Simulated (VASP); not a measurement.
# Er (P6_3/mmc) in VASP: single point with PBE

Aim: the single point of Er with PBE.

All numbers are computed with VASP 6.6.1; they aren't measurements. Logs are shortened: lines on timing, memory, paths and dates and some standing lists are left out, and cuts for length are marked.

**1. The cell of the first run**

The structure is hexagonal, space group P6_3/mmc (No. 194). Conventional cell: a = 3.677 Å, b = 3.677 Å, c = 5.888 Å, α = 90.00°, β = 90.00°, γ = 120.00°. Within 4.8 Å of Er (site symmetry -6m2) lie 12 Er at 3.63 to 3.68 Å.

**2. Single point, PBE, collinear spin, ferromagnetic start**

INCAR reads:

```
  PREC = Accurate
  ENCUT = 520
  EDIFF = 1E-6
  ISMEAR = 0
  SIGMA = 0.05
  LREAL = False
  LASPH = True
  NELM = 150
  ALGO = Normal
  ISIF = 2
  LWAVE = False
  LCHARG = False
  ISPIN = 2
  MAGMOM = 2.83 2.83
  LORBIT = 11
  LMAXMIX = 6
  GGA = PE
  NBANDS = 33
```

KPOINTS reads:

```
regular mesh
0
Gamma
  14 14 8
```

POSCAR reads:

```
Er
1.0
    3.6774350754      0.0000000000      0.0000000000
   -1.8387175377      3.1847521960      0.0000000000
    0.0000000000      0.0000000000      5.8880695240
Er
2
Direct
    0.3333333333      0.6666666667      0.7500000000
    0.6666666667      0.3333333333      0.2500000000
```

Potentials or basis: VASP PAW PBE potentials, release 64 (Er).

Launch:

```
cat potpaw_PBE.64/Er/POTCAR > POTCAR
mpirun -np 1 vasp_std > vasp.out
```

OUTCAR:

```text
PREC = Accurate
   ENCUT = 520
   EDIFF = 1E-6
   ISMEAR = 0
   LREAL = False
   LASPH = True
   NELM = 150
   ISIF = 2
   ISPIN = 2
   LORBIT = 11
   GGA = PE

 ion  position               nearest neighbor table
   1  0.333  0.667  0.750-   2 3.63   2 3.63   2 3.63   2 3.63   2 3.63   2 3.63
   2  0.667  0.333  0.250-   1 3.63   1 3.63   1 3.63   1 3.63   1 3.63   1 3.63

  LATTYP: Found a hexagonal cell.
 ALAT       =     3.6774350754
 C/A-ratio  =     1.6011348680

  Lattice vectors:

 A1 = (   3.6774350754,   0.0000000000,   0.0000000000)
 A2 = (  -1.8387175377,   3.1847521960,   0.0000000000)
 A3 = (   0.0000000000,   0.0000000000,   5.8880695240)

Analysis of symmetry for initial positions (statically):
=====================================================================
 Subroutine PRICEL returns:
 Original cell was already a primitive cell.

 Routine SETGRP: Setting up the symmetry group for a
 hexagonal supercell.

 Subroutine GETGRP returns: Found 24 space group operations
 (whereof 12 operations were pure point group operations)
 out of a pool of 24 trial point group operations.

The static configuration has the point symmetry D_3d.
 The point group associated with its full space group is D_6h.

Analysis of symmetry for dynamics (positions and initial velocities):
=====================================================================
 Subroutine PRICEL returns:
 Original cell was already a primitive cell.

 Routine SETGRP: Setting up the symmetry group for a
 hexagonal supercell.

 Subroutine GETGRP returns: Found 24 space group operations
 (whereof 12 operations were pure point group operations)
 out of a pool of 24 trial point group operations.

The dynamic configuration has the point symmetry D_3d.
 The point group associated with its full space group is D_6h.

Analysis of structural, dynamic, and magnetic symmetry:
=====================================================================
 Subroutine PRICEL returns:
 Original cell was already a primitive cell.

 Routine SETGRP: Setting up the symmetry group for a
 hexagonal supercell.

 Subroutine GETGRP returns: Found 24 space group operations
 (whereof 12 operations were pure point group operations)
 out of a pool of 24 trial point group operations.

The overall configuration has the point symmetry D_3d.
 The point group associated with its full space group is D_6h.

 Subroutine INISYM returns: Found 24 space group operations
 (whereof 12 operations are pure point group operations),
 and found     1 'primitive' translations

----------------------------------------------------------------------------------------

                                     Primitive cell

  volume of cell :      68.9594

  direct lattice vectors                    reciprocal lattice vectors
     3.677435075  0.000000000  0.000000000     0.271928662  0.156998086  0.000000000
    -1.838717538  3.184752196  0.000000000     0.000000000  0.313996173  0.000000000
     0.000000000  0.000000000  5.888069524     0.000000000  0.000000000  0.169834951

  length of vectors
     3.677435075  3.677435075  5.888069524     0.313996173  0.313996173  0.169834951

  position of ions in fractional coordinates (direct lattice)
     0.333333333  0.666666667  0.750000000
     0.666666667  0.333333333  0.250000000

  ion indices of the primitive-cell ions
   primitive index   ion index
                 1           1
                 2           2

----------------------------------------------------------------------------------------

 KPOINTS: regular mesh

Automatic generation of k-mesh.
 Grid dimensions read from file:
 generate k-points for:   14   14    8

 Generating k-lattice:

  Cartesian coordinates                     Fractional coordinates (reciprocal lattice)
     0.019423476  0.011214149  0.000000000     0.071428571 -0.000000000  0.000000000
     0.000000000  0.022428298  0.000000000     0.000000000  0.071428571  0.000000000
     0.000000000  0.000000000  0.021229369     0.000000000  0.000000000  0.125000000

  Length of vectors
     0.022428298  0.022428298  0.021229369

  Shift w.r.t. Gamma in fractional coordinates (k-lattice)
     0.000000000  0.000000000  0.000000000

 Subroutine IBZKPT returns following result:
 ===========================================

 Found    120 irreducible k-points:

 Following reciprocal coordinates:
            Coordinates               Weight
  0.000000  0.000000  0.000000      1.000000
  0.071429 -0.000000  0.000000      6.000000
  0.142857  0.000000  0.000000      6.000000
  0.214286 -0.000000  0.000000      6.000000
  0.285714  0.000000  0.000000      6.000000
  0.357143  0.000000  0.000000      6.000000
[... 16 lines left out ...]
  0.285714  0.285714  0.000000      6.000000
  0.357143  0.285714  0.000000      6.000000
 [... further k-points ...]
   k-points           NKPTS =    120   k-points in BZ     NKDIM =    120   number of bands    NBANDS=     33
   number of dos      NEDOS =    301   number of ions     NIONS =      2
   total plane-waves  NPLWV =  37632
   dimension x,y,z NGX =    28 NGY =   28 NGZ =   48
   dimension x,y,z NGXF=    56 NGYF=   56 NGZF=   96
   ions per type =               2
   NGX,Y,Z   is equivalent  to a cutoff of  12.66, 12.66, 13.55 a.u.
   NGXF,Y,Z  is equivalent  to a cutoff of  25.32, 25.32, 27.10 a.u.
 SYSTEM =  unknown system
   PREC   = accura    normal or accurate (medium, high low for compatibility)
   ISTART =      0    job   : 0-new  1-cont  2-samecut
   ICHARG =      2    charge: 1-file 2-atom 10-const
   ISPIN  =      2    spin polarized calculation?
   LNONCOLLINEAR =      F non collinear calculations
   LSORBIT =      F    spin-orbit coupling
   LASPH  =      T    aspherical Exc in radial PAW
   ENCUT  =  520.0 eV  38.22 Ry    6.18 a.u.   6.84  6.84 10.95*2*pi/ulx,y,z
   NELM   =    150;   NELMIN=  2; NELMDL= -5     # of ELM steps
   EDIFF  = 0.1E-05   stopping-criterion for ELM
   LREAL  =      F    real-space projection
   EDIFFG = 0.1E-04   stopping-criterion for IOM
   NSW    =      0    number of steps for IOM
   IBRION =     -1    ionic relax: 0-MD 1-quasi-New 2-CG
   NFREE  =      0    steps in history (QN), initial steepest desc. (CG)
   ISIF   =      2    stress and relaxation
   ISYM   =      2    0-nonsym 1-usesym 2-fastsym
   POTIM  = 0.5000    time-step for ionic-motion
   TEBEG  =    0.0;   TEEND  =   0.0 temperature during run
   PSTRESS=    0.0 pullay stress
   NELECT =      44.0000    total number of electrons
   NUPDOWN=      -1.0000    fix difference up-down
   EMIN   =  10.00;   EMAX   =-10.00  energy-range for DOS
   EFERMI =   0.00;   METHOD = LEGACY
   ISMEAR =     0;   SIGMA  =   0.05  broadening in eV -4-tet -1-fermi 0-gaus
   EFERMI_NEDOS =   21; number of points for ismear=-14 and -15
   IALGO  =     38    algorithm
   IMIX   =      4    mixing-type and parameters
     AMIX     =   0.40;   BMIX     =  1.00
     AMIX_MAG =   1.60;   BMIX_MAG =  1.00
  volume/ion in A,a.u.               =      34.48       232.68
  Fermi-wavevector in a.u.,A,eV,Ry     =   1.409379  2.663341 27.025929  1.986350
  Thomas-Fermi vector in A             =   2.531441
   LORBIT       =     11    0 simple, 1 ext, 2 COOP (PROOUT), +10 PAW based schemes
   GGA     = PE    functional components
   LHFCALC =     F    Hartree Fock is set to
   AEXX    =    0.0000 exact exchange contribution
   IVDW    =     0    specifies the selected vdW correction
   LEPSILON=     F    determine dielectric tensor
   LRPA    =     F    only Hartree local field effects (RPA)
 spin polarized calculation
 Gauss-broadening in eV      SIGMA  =   0.05
  energy-cutoff  :      520.00
  volume of cell :       68.96
 maximum number of plane-waves:      1890
 NGX is ok and might be reduce to    28
   NGX = 13   NGY = 13   NGZ = 21

 number of electron      44.0000004 magnetization       5.1729257

 Free energy of the ion-electron system (eV)
  ---------------------------------------------------
  ext. energy  EPLUGINS =         0.00000000
  ---------------------------------------------------
  free energy    TOTEN  =       -10.13459819 eV

  energy without entropy =      -10.11093005  energy(sigma->0) =      -10.12276412

 E-fermi :   2.0730     XC(G=0):  -9.6543

 val. band max:        2.0725877140   @ k =   0.5000  -0.0000   0.1250
 cond. band min:       2.0731705129   @ k =   0.3571   0.2143   0.3750
 fundamental gap:      0.0005827989
 Fermi energy:         2.0730442653

 spin component 1

 k-point     1 :       0.0000    0.0000    0.0000
  band No.  band energies     occupation
      1     -47.4240      1.00000
      2     -47.3942      1.00000
      3     -21.6558      1.00000
      4     -21.4552      1.00000
      5     -21.4552      1.00000
      6     -21.3887      1.00000
[... 25 lines left out ...]
     32       5.7481      0.00000
     33       7.7535      0.00000

 k-point     2 :       0.0714   -0.0000    0.0000
  band No.  band energies     occupation
      1     -47.4229      1.00000
      2     -47.3937      1.00000
      3     -21.6484      1.00000
      4     -21.4711      1.00000
      5     -21.4604      1.00000
      6     -21.4055      1.00000
[... 25 lines left out ...]
     32       5.6274      0.00000
     33       7.8495      0.00000
[... 754 lines left out ...]
     32       7.9067      0.00000
     33       8.0222      0.00000

 k-point    24 :       0.3571    0.2857    0.0000
  band No.  band energies     occupation
      1     -47.3916      1.00000
      2     -47.3892      1.00000
      3     -21.7187      1.00000
      4     -21.6499      1.00000
      5     -21.6454      1.00000
      6     -21.5609      1.00000
[... 25 lines left out ...]
     32       7.5166      0.00000
     33       7.7809      0.00000

 [... further k-points ...]

 spin component 2

 k-point     1 :       0.0000    0.0000    0.0000
  band No.  band energies     occupation
      1     -46.3240      1.00000
      2     -46.2914      1.00000
      3     -20.9202      1.00000
      4     -20.6420      1.00000
      5     -20.6420      1.00000
      6     -20.5706      1.00000
[... 25 lines left out ...]
     32       5.9997      0.00000
     33       8.0066      0.00000

 k-point     2 :       0.0714   -0.0000    0.0000
  band No.  band energies     occupation
      1     -46.3227      1.00000
      2     -46.2908      1.00000
      3     -20.9122      1.00000
      4     -20.6593      1.00000
      5     -20.6477      1.00000
      6     -20.5887      1.00000
[... 25 lines left out ...]
     32       5.8755      0.00000
     33       8.1688      0.00000
[... 754 lines left out ...]
     32       8.2682      0.00000
     33       8.2952      0.00000

 k-point    24 :       0.3571    0.2857    0.0000
  band No.  band energies     occupation
      1     -46.2886      1.00000
      2     -46.2860      1.00000
      3     -20.9293      1.00000
      4     -20.8509      1.00000
      5     -20.8463      1.00000
      6     -20.7571      1.00000
[... 25 lines left out ...]
     32       7.9625      0.00000
     33       8.2501      0.00000

 [... further k-points ...]
[... 5 lines left out ...]
  --------------------------------------------------------------------------------------
  -------------------------------------------------------------------------------------
  Total        0.0477436      0.0477436     -0.0801893      0.0000000      0.0000000      0.0000000
  in kB        1.1092567      1.1092567     -1.8630886      0.0000000      0.0000000      0.0000000
  external PRESSURE =       0.1184750 kB  Pullay stress =       0.0000000 kB

 VOLUME and BASIS-vectors are now :
 -----------------------------------------------------------------------------
  energy-cutoff  :      520.00
  volume of cell :       68.96
      direct lattice vectors                 reciprocal lattice vectors
     3.677435075  0.000000000  0.000000000     0.271928662  0.156998086  0.000000000
    -1.838717538  3.184752196  0.000000000     0.000000000  0.313996173  0.000000000
     0.000000000  0.000000000  5.888069524     0.000000000  0.000000000  0.169834951

 POSITION                                       TOTAL-FORCE (eV/Angst)
 -----------------------------------------------------------------------------------
     -0.00000      2.12317      4.41605         0.000000      0.000000      0.000000
      1.83872      1.06158      1.47202        -0.000000      0.000000      0.000000
 -----------------------------------------------------------------------------------
    total drift:                                0.000000     -0.000000      0.000000

  FREE ENERGIE OF THE ION-ELECTRON SYSTEM (eV)
  ---------------------------------------------------
  free  energy   TOTEN  =       -10.1345981941 eV

  energy  without entropy=      -10.1109300506  energy(sigma->0) =      -10.12276412

 total charge

# of ion       s       p       d       f       tot
--------------------------------------------------
    1        2.132   5.756   0.342  11.396  19.625
    2        2.132   5.756   0.342  11.396  19.625
--------------------------------------------------
tot          4.264  11.511   0.684  22.792  39.250

 magnetization (x)

# of ion       s       p       d       f       tot
--------------------------------------------------
    1        0.003  -0.011   0.056   2.395   2.443
    2        0.003  -0.011   0.056   2.395   2.443
--------------------------------------------------
tot          0.005  -0.023   0.112   4.791   4.885
```

Run time: 16 min. Hardware: 1 thread of Intel Xeon 6975P-C (Granite Rapids), shared host; peak memory 0.54 GiB.

What came out:

```yaml
Free_energy: -10.1346 eV
Pressure: 0.0 GPa
Net_moment: 5.17 μB per cell
Site_moments: Er +2.44 μB
Valence_electrons_inside_the_program's_atomic_spheres: Er 19.62
```

Caveat: the magnetic or orbital state may not be the lowest; spin-orbit coupling is left out, which moves the levels of the heavy elements. The state reached can hang on the start; a lower one may exist.
